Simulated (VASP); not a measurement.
Wanted: the native input for a VASP 6.6.1 run.

* Task: single point
* Functional: PBE exchange alone
* Potentials or basis: VASP PAW PBE potentials, release 64 (Li_sv)
* Cutoff: 520 eV
* k mesh: 11 × 11 × 11
* Occupations: fermi-dirac, width 0.001 eV
* Spin: no spin polarisation
* Dipole correction: no
* Further INCAR settings: ALGO = Normal; EDIFF = 1e-06; NBANDS = 8

The structure of Li lies in POSCAR:

```
Li
1.0
   -1.7546500000      1.7546500000      1.7546500000
    1.7546500000     -1.7546500000      1.7546500000
    1.7546500000      1.7546500000     -1.7546500000
Li
1
Direct
    0.0000000000      0.0000000000      0.0000000000
```

The input as run:

INCAR

```
SYSTEM = Li
AGGAC = 0.0
ALDAC = 0.0
ALGO = Normal
EDIFF = 1E-6
ENCUT = 520
GGA = PE
ISIF = 2
ISMEAR = -1
LASPH = .TRUE.
LCHARG = .FALSE.
LREAL = .FALSE.
LWAVE = .FALSE.
NBANDS = 8
NELM = 100
PREC = Accurate
SIGMA = 0.001
```

KPOINTS

```
k-points
0
G
  11 11 11
  0 0 0
```

Potentials or basis: VASP PAW PBE potentials, release 64 (Li_sv).

Run with:

```sh
$ cat potpaw_PBE.64/Li_sv/POTCAR > POTCAR
$ mpirun -np 1 vasp_std > vasp.out
```

It gave:

```
Band gap on the k mesh : zero (an odd number of electrons rules out a gap without spin polarisation)
```

It took 8.2 s on 1 thread of AMD EPYC 7R43 64-Core Processor (Zen 3), on a shared host, peak memory 0.09 GiB.
